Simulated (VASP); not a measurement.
Set up this calculation in VASP 6.6.1, as the native input.

```yaml
Task: single point
Functional: PBE
Dispersion: D3(BJ)
Potentials_or_basis: VASP PAW PBE potentials, release 64 (Si, C)
Cutoff: 600 eV
k_mesh: 10 × 10 × 10
Occupations: gaussian, width 0.02 eV
Spin: no spin polarisation
Dipole_correction: no
Further_INCAR_settings: ALGO = Normal; EDIFF = 1e-06; NBANDS = 11
```

The structure of SiC lies in POSCAR:

```
SiC
1.0
    0.0000000000      2.1300191709      2.1300191709
    2.1300191709      0.0000000000      2.1300191709
    2.1300191709      2.1300191709      0.0000000000
Si C
1 1
Direct
    0.0000000000      0.0000000000      0.0000000000
    0.2500000000      0.2500000000      0.2500000000
```

The input as run:

INCAR

```
SYSTEM = SiC
  ALGO = Normal
  EDIFF = 1E-6
  ENCUT = 600
  GGA = PE
  GGA_COMPAT = .False.
  ISIF = 2
  ISMEAR = 0
  IVDW = 12
  LASPH = .True.
  LCHARG = .False.
  LREAL = .False.
  LWAVE = .False.
  NBANDS = 11
  NELM = 120
  PREC = Accurate
  SIGMA = 0.02
```

KPOINTS

```
k-points
0
Gamma
  10 10 10
  0 0 0
```

Potentials or basis: VASP PAW PBE potentials, release 64 (Si, C).

Launch:

```console
$ cat potpaw_PBE.64/Si/POTCAR potpaw_PBE.64/C/POTCAR > POTCAR
$ mpirun -np 1 vasp_std > vasp.out
```

It gave:

| Quantity | Value |
| --- | --- |
| Pressure | 15.2 GPa |
| Band gap on the k mesh | 1.29 eV (least direct gap 4.61 eV) |
| Dispersion energy per atom | -0.322 eV |

Caveat: the cell stands under pressure.

It took 6 s on 1 thread of Intel(R) Xeon(R) Platinum 8259CL CPU @ 2.50GHz (Skylake/Cascade Lake) (shared host), peak memory 0.15 GiB.
